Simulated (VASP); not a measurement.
A run of VASP 6.6.1 is set up as follows.

The input INCAR:

```
SYSTEM = Cu
PREC     = Accurate       ! precision mode
ENCUT    = 600            ! plane-wave cutoff, eV
EDIFF    = 1E-6           ! SCF threshold, eV
ISMEAR   = -1             ! smearing method
SIGMA    = 0.05           ! smearing width, eV
LREAL    = .FALSE.        ! projectors in reciprocal space
LASPH    = .TRUE.         ! aspherical terms in the spheres
NELM     = 60             ! most SCF steps
ALGO     = Normal         ! electronic algorithm
ISIF     = 3              ! what is computed and relaxed
LWAVE    = .FALSE.        ! write WAVECAR
LCHARG   = .FALSE.        ! write CHGCAR
GGA      = PE             ! functional
IBRION   = 2              ! ionic algorithm
NSW      = 32             ! ionic steps
EDIFFG   = -0.005         ! ionic threshold
PSTRESS  = 600.0
```

Contents of KPOINTS:

```
regular mesh
0
G
  20 20 20
  0 0 0
```

POSCAR

```
Cu
1.0
   -1.3321993000      1.3321993000      1.3321993000
    1.3321993000     -1.3321993000      1.3321993000
    1.3321993000      1.3321993000     -1.3321993000
Cu
1
Direct
    0.0000000000      0.0000000000      0.0000000000
```

Potentials or basis: VASP PAW PBE potentials, release 64 (Cu).

The run is started by

```sh
$ cat potpaw_PBE.64/Cu/POTCAR > POTCAR
$ mpirun -np 1 vasp_std > vasp.out
```

Q: Predict the band gap on the k mesh.

A: Zero (an odd number of electrons rules out a gap without spin polarisation).

Q: What does it give for the relaxed cell?

A: a = 2.309 Å, b = 2.309 Å, c = 2.309 Å, α = 109.47°, β = 109.47°, γ = 109.47°.

Final structure:
```
Cu
1.0
    -1.33286    1.33286    1.33286
     1.33286   -1.33286    1.33286
     1.33286    1.33286   -1.33286
Cu
1
Direct
  0.00000 0.00000 0.00000
```

Caveat: the cell is relaxed towards a set pressure, so the run minimises the enthalpy, not the energy.
